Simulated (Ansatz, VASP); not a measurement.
# Two plane-wave programs on Sr3Cl

```
Sr Cl
1.0
     4.94412    0.00000    0.00000
     0.00000    4.94412    0.00000
     0.00000    0.00000    4.94412
Sr Cl
3 1
Direct
  0.00000 0.50000 0.50000
  0.50000 0.00000 0.50000
  0.50000 0.50000 0.00000
  0.00000 0.00000 0.00000
```

Alike in both runs: task single point; functional PBE; k mesh 4 × 4 × 4; occupations gaussian, width 0.1 eV; no spin polarisation.

```csv
,VASP,Ansatz
version,VASP 6.6.1,Ansatz 0.2.0
potentials or method,"VASP PAW PBE potentials, release 64 (Sr_sv, Cl), cutoff 520 eV","scalar-relativistic, plane waves, PAW"
valence electrons in the cell,37,37
```

|  | VASP | Ansatz | Ansatz less VASP |
| --- | --- | --- | --- |
| gap on the k mesh at the Fermi level (eV) | none | none | - |
| pressure (GPa) | 9.7 | 9.6 | -0.09 |

A gap of «none» marks a metal or a gap that the smearing closes. With one functional, cell and mesh, what is left measures potentials, basis and numerics.
